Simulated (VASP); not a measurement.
Runs of VASP 6.6.1 on Si. The structure is that of space group Im-3m (No. 229), or close to it. The cells are those of the table. 

| task | cell | k mesh | cutoff (eV) | gap on the mesh (eV) | pressure (GPa) |
| --- | --- | --- | --- | --- | --- |
| single point | a = 2.668 Å, angles 109.5°, 1 atom | 23 × 23 × 23 | 520 | none | 0.1 |
| relaxation of cell and atoms | relaxed from a = 2.692 Å, angles 109.5°, 1 atom | 14 × 14 × 14 | 600 | none | 0.0 |
| single point | a = 2.703 Å, angles 109.5°, 1 atom | 16 × 16 × 16 | 520 | none | -3.2 |
| single point | a = 2.668 Å, angles 109.5°, 1 atom | 7 × 7 × 7 | 520 | none | (a) |
| single point | a = 2.631 Å, angles 109.5°, 1 atom | 16 × 16 × 16 | 520 | none | 4.4 |

Alike in all rows: level PBE; potentials or basis VASP PAW PBE potentials, release 64 (Si); no spin polarisation; smearing fermi-dirac 0.1 eV.

Problem. Fill in the values left out.

Solution. (a) -0.6.

Caveats: some runs use coarse meshes.

A gap of «none» marks levels without a gap at the run's occupations.
